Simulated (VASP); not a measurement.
# Al (Pm-3m) in VASP: notebook, part 2 of 2

VASP 6.6.1.

## (3) Single point, r2SCAN

This run uses another cell than the first one, of 17.25 Å³/atom, 0.872 times its volume.

The input, POSCAR:

```
Al
1.0
    2.5836678499      0.0000000000      0.0000000000
    0.0000000000      2.5836678499      0.0000000000
    0.0000000000      0.0000000000      2.5836678499
Al
1
Direct
    0.0000000000      0.0000000000      0.0000000000
```

The input, INCAR.step1:

```
PREC     = Accurate       # precision mode
ENCUT    = 520            # plane-wave cutoff, eV
ISMEAR   = 0              # smearing method
SIGMA    = 0.1            # smearing width, eV
LREAL    = F              # projectors in reciprocal space
LASPH    = T              # aspherical terms in the spheres
NELM     = 100            # most SCF steps
NBANDS   = 8              # bands
GGA      = PE             # functional
ALGO     = Normal         # electronic algorithm
EDIFF    = 1E-4           # SCF threshold, eV
LWAVE    = T              # write WAVECAR
LCHARG   = F              # write CHGCAR
```

The input, INCAR.step2:

```
PREC     = Accurate       # precision mode
ENCUT    = 520            # plane-wave cutoff, eV
EDIFF    = 1E-6           # SCF threshold, eV
ISMEAR   = 0              # smearing method
SIGMA    = 0.1            # smearing width, eV
LREAL    = F              # projectors in reciprocal space
LASPH    = T              # aspherical terms in the spheres
NELM     = 100            # most SCF steps
ALGO     = Normal         # electronic algorithm
ISIF     = 2              # what is computed and relaxed
LWAVE    = F              # write WAVECAR
LCHARG   = F              # write CHGCAR
METAGGA  = R2SCAN         # meta-GGA
LMIXTAU  = T            
NBANDS   = 8              # bands
ISTART   = 1
```

The input, KPOINTS:

```
Automatic mesh
0
Gamma
  8 8 8
```

Potentials or basis: VASP PAW PBE potentials, release 64 (Al).

The run is started by

```console
$ cat potpaw_PBE.64/Al/POTCAR > POTCAR
$ cp INCAR.step1 INCAR
$ mpirun -np 1 vasp_std > vasp.out
$ cp INCAR.step2 INCAR
$ mpirun -np 1 vasp_std > vasp.out
```

OUTCAR:

```text
PREC = Accurate
   ENCUT = 520
   EDIFF = 1E-6
   ISMEAR = 0
   LREAL = F
   LASPH = T
   NELM = 100
   ISIF = 2
   METAGGA = R2SCAN
   ISTART = 1

 ion  position               nearest neighbor table
   1  0.000  0.000  0.000-

  LATTYP: Found a simple cubic cell.
 ALAT       =     2.5836678499

  Lattice vectors:

 A1 = (   2.5836678499,   0.0000000000,   0.0000000000)
 A2 = (   0.0000000000,   2.5836678499,   0.0000000000)
 A3 = (   0.0000000000,   0.0000000000,   2.5836678499)

Analysis of symmetry for initial positions (statically):
=====================================================================
 Subroutine PRICEL returns:
 Original cell was already a primitive cell.

 Routine SETGRP: Setting up the symmetry group for a
 simple cubic supercell.

 Subroutine GETGRP returns: Found 48 space group operations
 (whereof 48 operations were pure point group operations)
 out of a pool of 48 trial point group operations.

The static configuration has the point symmetry O_h .

Analysis of symmetry for dynamics (positions and initial velocities):
=====================================================================
 Subroutine PRICEL returns:
 Original cell was already a primitive cell.

 Routine SETGRP: Setting up the symmetry group for a
 simple cubic supercell.

 Subroutine GETGRP returns: Found 48 space group operations
 (whereof 48 operations were pure point group operations)
 out of a pool of 48 trial point group operations.

The dynamic configuration has the point symmetry O_h .

 Subroutine INISYM returns: Found 48 space group operations
 (whereof 48 operations are pure point group operations),
 and found     1 'primitive' translations

----------------------------------------------------------------------------------------

[... 110 lines left out ...]
     AMIX_MAG =   1.60;   BMIX_MAG =  1.00
  volume/ion in A,a.u.               =      17.25       116.39
  Fermi-wavevector in a.u.,A,eV,Ry     =   0.913858  1.726941 11.362713  0.835136
  Thomas-Fermi vector in A             =   2.038418
   LORBIT       =      0    0 simple, 1 ext, 2 COOP (PROOUT), +10 PAW based schemes
   METAGGA = R2SCAN    functional components
   LHFCALC =     F    Hartree Fock is set to
   AEXX    =    0.0000 exact exchange contribution
   IVDW    =     0    specifies the selected vdW correction
   LEPSILON=     F    determine dielectric tensor
   LRPA    =     F    only Hartree local field effects (RPA)
 non-spin polarized calculation
 Gauss-broadening in eV      SIGMA  =   0.10
  energy-cutoff  :      520.00
  volume of cell :       17.25
 maximum number of plane-waves:       480
 NGX is ok and might be reduce to    20
   NGX =  9   NGY =  9   NGZ =  9

 number of electron       3.0000000 magnetization

 Free energy of the ion-electron system (eV)
  ---------------------------------------------------
  ext. energy  EPLUGINS =         0.00000000
  ---------------------------------------------------
  free energy    TOTEN  =        -6.23429638 eV

  energy without entropy =       -6.23376690  energy(sigma->0) =       -6.23403164

 E-fermi :   7.1327     XC(G=0): -10.6174

 val. band max:        7.0354624054   @ k =   0.3750   0.3750   0.0000
 cond. band min:       7.3621548615   @ k =   0.3750   0.3750   0.1250
 fundamental gap:      0.3266924561
 Fermi energy:         7.1326586343

 k-point     1 :       0.0000    0.0000    0.0000
  band No.  band energies     occupation
      1      -4.0455      2.00000
      2      15.8910      0.00000
      3      15.8910      0.00000
      4      18.1459      0.00000
      5      18.1459      0.00000
      6      18.1459      0.00000
      7      26.3092      0.00000
      8      34.8969      0.00000
[... 243 lines left out ...]
 k-point    24 :       0.5000    0.3750    0.1250
  band No.  band energies     occupation
      1       4.8897      2.00000
      2       5.2937      2.00000
      3      10.3299      0.00000
      4      11.5050      0.00000
      5      21.6856      0.00000
      6      22.0142      0.00000
      7      26.7063      0.00000
      8      29.7312      0.00000

 [... further k-points ...]

------------------------ aborting loop because EDIFF is reached ----------------------------------------

  FORCE on cell =-STRESS in cart. coord.  units (eV):
  Direction    XX          YY          ZZ          XY          YZ          ZX
  --------------------------------------------------------------------------------------
  -------------------------------------------------------------------------------------
  Total        1.1441082      1.1441082      1.1441082      0.0000000     -0.0000000      0.0000000
  in kB      106.2839387    106.2839387    106.2839387      0.0000000     -0.0000000      0.0000000
  external PRESSURE =     106.2839387 kB  Pullay stress =       0.0000000 kB

 VOLUME and BASIS-vectors are now :
 -----------------------------------------------------------------------------
  energy-cutoff  :      520.00
  volume of cell :       17.25
      direct lattice vectors                 reciprocal lattice vectors
     2.583667850  0.000000000  0.000000000     0.387046655  0.000000000  0.000000000
     0.000000000  2.583667850  0.000000000     0.000000000  0.387046655  0.000000000
     0.000000000  0.000000000  2.583667850     0.000000000  0.000000000  0.387046655

 POSITION                                       TOTAL-FORCE (eV/Angst)
 -----------------------------------------------------------------------------------
      0.00000      0.00000      0.00000         0.000000      0.000000      0.000000
 -----------------------------------------------------------------------------------
    total drift:                               -0.000000      0.000000      0.000000

  FREE ENERGIE OF THE ION-ELECTRON SYSTEM (eV)
  ---------------------------------------------------
  free  energy   TOTEN  =        -6.2342963809 eV

  energy  without entropy=       -6.2337669023  energy(sigma->0) =       -6.23403164
```

OUTCAR.step1:

```text
PREC = Accurate
   ENCUT = 520
   ISMEAR = 0
   LREAL = F
   LASPH = T
[... 480 lines left out ...]

 POSITION                                       TOTAL-FORCE (eV/Angst)
 -----------------------------------------------------------------------------------
      0.00000      0.00000      0.00000         0.000000      0.000000      0.000000
 -----------------------------------------------------------------------------------
    total drift:                               -0.000000      0.000000      0.000000

  FREE ENERGIE OF THE ION-ELECTRON SYSTEM (eV)
  ---------------------------------------------------
  free  energy   TOTEN  =        -3.3053002464 eV

  energy  without entropy=       -3.3046929401  energy(sigma->0) =       -3.30499659
```

It took 12 s on 1 thread of Intel Xeon Platinum 8259CL at 2.50GHz (Skylake/Cascade Lake), shared host; peak memory 0.12 GiB.

What came out:

```yaml
Free_energy: -6.2343 eV
Pressure: 10.6 GPa
```

Levels at points of the mesh, in eV from the Fermi level:
| k point | band 1 | band 2 | band 3 | band 4 |
| --- | --- | --- | --- | --- |
| (0.00, 0.00, 0.00) | -11.18 | 8.76 | 8.76 | 11.01 |
| (0.50, 0.00, 0.00) | -5.74 | -5.12 | 11.86 | 15.60 |
| (0.50, 0.50, 0.00) | -0.75 | -0.75 | 0.53 | 1.91 |
| (0.50, 0.50, 0.50) | 3.62 | 3.62 | 3.62 | 5.78 |

Caveat: the PAW data sets were made with another functional, which shifts forces and pressure a little.

## (4) Relaxation of cell and atoms, r2SCAN

This run uses another cell than the first one, of 17.25 Å³/atom, 0.872 times its volume.

POSCAR is that of step 3.

The input, INCAR.step1:

```
PREC     = Accurate       # precision mode
ENCUT    = 600            # plane-wave cutoff, eV
ISMEAR   = 0              # smearing method
SIGMA    = 0.1            # smearing width, eV
LREAL    = False          # projectors in reciprocal space
LASPH    = True           # aspherical terms in the spheres
NELM     = 60             # most SCF steps
GGA      = PE             # functional
ALGO     = Normal         # electronic algorithm
EDIFF    = 1E-4           # SCF threshold, eV
LWAVE    = True           # write WAVECAR
LCHARG   = False          # write CHGCAR
```

The input, INCAR.step2:

```
PREC     = Accurate       # precision mode
ENCUT    = 600            # plane-wave cutoff, eV
EDIFF    = 1E-6           # SCF threshold, eV
ISMEAR   = 0              # smearing method
SIGMA    = 0.1            # smearing width, eV
LREAL    = False          # projectors in reciprocal space
LASPH    = True           # aspherical terms in the spheres
NELM     = 60             # most SCF steps
ALGO     = Normal         # electronic algorithm
ISIF     = 3              # what is computed and relaxed
LWAVE    = False          # write WAVECAR
LCHARG   = False          # write CHGCAR
METAGGA  = R2SCAN         # meta-GGA
LMIXTAU  = True         
IBRION   = 2              # ionic algorithm
NSW      = 90             # ionic steps
EDIFFG   = -0.04          # ionic threshold
ISTART   = 1
```

The input, KPOINTS:

```
regular mesh
0
Gamma
  6 6 6
```

The run is started by

```console
$ cat potpaw_PBE.64/Al/POTCAR > POTCAR
$ cp INCAR.step1 INCAR
$ mpirun -np 1 vasp_std > vasp.out
$ cp INCAR.step2 INCAR
$ mpirun -np 1 vasp_std > vasp.out
```

Run time: 18 s. Hardware: 1 thread of Intel Xeon Platinum 8259CL at 2.50GHz (Skylake/Cascade Lake), shared host; peak memory 0.13 GiB.

Results (log left out):

* Free energy: -6.1909 eV
* Relaxed volume: 19.78 Å³/atom
* Relaxed cell: a = 2.705 Å, b = 2.705 Å, c = 2.705 Å, α = 90.00°, β = 90.00°, γ = 90.00°
* Space group after relaxing (to 0.05 Å): Pm-3m (No. 221)
* Energy gained by relaxing: 76.8 meV/atom
* Ionic steps: 3
* Pressure after relaxing: 0.0 GPa

Step by step:
```csv
step,energy change (eV),largest force (eV/Å),pressure (GPa),volume (Å³)
1,0.0000,0.0000,11.27,17.25
2,-0.0735,0.0000,-1.52,20.46
3,-0.0768,0.0000,-0.05,19.78
```

Final structure:
```cif
data_structure
_symmetry_space_group_name_H-M 'P 1'
_symmetry_Int_Tables_number 1
_cell_length_a 2.7046
_cell_length_b 2.7046
_cell_length_c 2.7046
_cell_angle_alpha 90.000
_cell_angle_beta 90.000
_cell_angle_gamma 90.000
_cell_volume 19.78
loop_
_atom_site_label
_atom_site_type_symbol
_atom_site_fract_x
_atom_site_fract_y
_atom_site_fract_z
_atom_site_occupancy
Al1 Al 0.00000 0.00000 0.00000 1
```

Levels at points of the mesh, in eV from the Fermi level:
```
           k point  band 1  band 2  band 3  band 4
(0.00, 0.00, 0.00)  -10.20    8.49    8.49    9.97
(0.50, 0.00, 0.00)   -5.44   -4.41   11.28   13.87
(0.50, 0.50, 0.00)   -0.60   -0.60    0.04    2.40
(0.50, 0.50, 0.50)    3.19    3.19    3.19    5.86
```

Caveat: the k points lie up to 0.39 Å⁻¹ apart in the final cell; the PAW data sets were made with another functional, which shifts forces and pressure a little.

## (5) Single point, r2SCAN

This run uses another cell than the first one, of 19.85 Å³/atom, 1.003 times its volume.

The input, POSCAR:

```
Al
1.0
    2.7075367826      0.0000000000      0.0000000000
    0.0000000000      2.7075367826      0.0000000000
    0.0000000000      0.0000000000      2.7075367826
Al
1
Direct
    0.0000000000      0.0000000000      0.0000000000
```

The input, INCAR.step1:

```
SYSTEM = Al
PREC     = Accurate       ! precision mode
ENCUT    = 520            ! plane-wave cutoff, eV
ISMEAR   = 0              ! smearing method
SIGMA    = 0.1            ! smearing width, eV
LREAL    = .False.        ! projectors in reciprocal space
LASPH    = .True.         ! aspherical terms in the spheres
NELM     = 60             ! most SCF steps
NBANDS   = 8              ! bands
GGA      = PE             ! functional
ALGO     = Normal         ! electronic algorithm
EDIFF    = 1E-4           ! SCF threshold, eV
LWAVE    = .True.         ! write WAVECAR
LCHARG   = .False.        ! write CHGCAR
```

The input, INCAR.step2:

```
SYSTEM = Al
PREC     = Accurate       ! precision mode
ENCUT    = 520            ! plane-wave cutoff, eV
EDIFF    = 1E-7           ! SCF threshold, eV
ISMEAR   = 0              ! smearing method
SIGMA    = 0.1            ! smearing width, eV
LREAL    = .False.        ! projectors in reciprocal space
LASPH    = .True.         ! aspherical terms in the spheres
NELM     = 60             ! most SCF steps
ALGO     = Normal         ! electronic algorithm
ISIF     = 2              ! what is computed and relaxed
LWAVE    = .False.        ! write WAVECAR
LCHARG   = .False.        ! write CHGCAR
METAGGA  = R2SCAN         ! meta-GGA
LMIXTAU  = .True.       
NBANDS   = 8              ! bands
ISTART   = 1
```

The input, KPOINTS:

```
regular mesh
0
Gamma
  20 20 20
  0 0 0
```

The run is started by

```console
$ cat potpaw_PBE.64/Al/POTCAR > POTCAR
$ cp INCAR.step1 INCAR
$ mpirun -np 1 vasp_std > vasp.out
$ cp INCAR.step2 INCAR
$ mpirun -np 1 vasp_std > vasp.out
```

Wall time 96 s (1 thread of Intel Xeon Platinum 8259CL at 2.50GHz (Skylake/Cascade Lake), shared host); peak memory 0.15 GiB.

Results (log left out):

```yaml
Free_energy: -6.2819 eV
Pressure: -0.2 GPa
```

Levels at points of the mesh, in eV from the Fermi level:
```
           k point  band 1  band 2  band 3  band 4  band 5  band 6  band 7
(0.00, 0.00, 0.00)  -10.21    8.46    8.46    9.92    9.92    9.92   17.33
(0.50, 0.00, 0.00)   -5.46   -4.42   11.25   13.80   13.80   15.19   15.19
(0.50, 0.50, 0.00)   -0.62   -0.62    0.00    2.39   17.79   17.95   17.95
(0.50, 0.50, 0.50)    3.15    3.15    3.15    5.83    5.83    5.83    8.10
```

Caveat: the PAW data sets were made with another functional, which shifts forces and pressure a little.

## (6) Overview

```tsv
task	cell	k mesh	cutoff (eV)	gap on the mesh (eV)	pressure (GPa)
single point	a = 2.705 Å, 1 atom	6 × 6 × 6	520	none	-0.1
single point	a = 2.584 Å, 1 atom	8 × 8 × 8	520	none	10.6
relaxation of cell and atoms	relaxed from a = 2.584 Å, 1 atom	6 × 6 × 6	600	none	0.0
single point	a = 2.708 Å, 1 atom	20 × 20 × 20	520	none	-0.2
```

Alike in all rows: level r2SCAN; potentials or basis VASP PAW PBE potentials, release 64 (Al); no spin polarisation; smearing gaussian 0.1 eV.

Caveats: some runs use coarse meshes; the PAW data sets were made with another functional, which shifts forces and pressure a little.

Absolute energies hang on the potentials; compare differences alone.
